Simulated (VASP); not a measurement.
Wanted: the native input for a VASP 6.6.1 run.

```yaml
Task: single point
Functional: PBE
Dispersion: D3(BJ)
Potentials_or_basis: VASP PAW PBE potentials, release 64 (Bi_d)
Cutoff: 520 eV
k_mesh: 10 × 10 × 10
Occupations: gaussian, width 0.05 eV
Spin: no spin polarisation
Dipole_correction: no
Further_INCAR_settings: ALGO = Normal; EDIFF = 1e-07; NBANDS = 14
```

The structure of Bi lies in POSCAR:

```
Bi
1.0
   -3.9168834400      3.9168834400      1.5450091200
    3.9168834400     -3.9168834400      1.5450091200
    3.9168834400      3.9168834400     -1.5450091200
Bi
1
Direct
    0.0000000000      0.0000000000      0.0000000000
```

This cell differs from its parent crystal: strain -0.080 along x and y, +0.080 along z.

These files were run (other wordings do the same):

INCAR

```
  PREC = Accurate
  ENCUT = 520
  EDIFF = 1E-7
  ISMEAR = 0
  SIGMA = 0.05
  LREAL = F
  LASPH = T
  NELM = 60
  ALGO = Normal
  ISIF = 2
  LWAVE = F
  LCHARG = F
  GGA = PE
  IVDW = 12
  NBANDS = 14
```

KPOINTS

```
regular mesh
0
Gamma
  10 10 10
```

Potentials or basis: VASP PAW PBE potentials, release 64 (Bi_d).

Run with:

```console
$ cat potpaw_PBE.64/Bi_d/POTCAR > POTCAR
$ mpirun -np 1 vasp_std > vasp.out
```

Results of the run:

```
Pressure                   : -1.5 GPa
Dispersion energy per atom : -0.141 eV
```

Caveat: the cell differs from its parent crystal (strain -0.080 along x and y, +0.080 along z); pairwise dispersion overbinds metals, which lowers pressure and volume.

Run time: 3.1 min on 1 thread of Intel(R) Xeon(R) 6975P-C (Granite Rapids), on a shared host, peak memory 0.39 GiB.
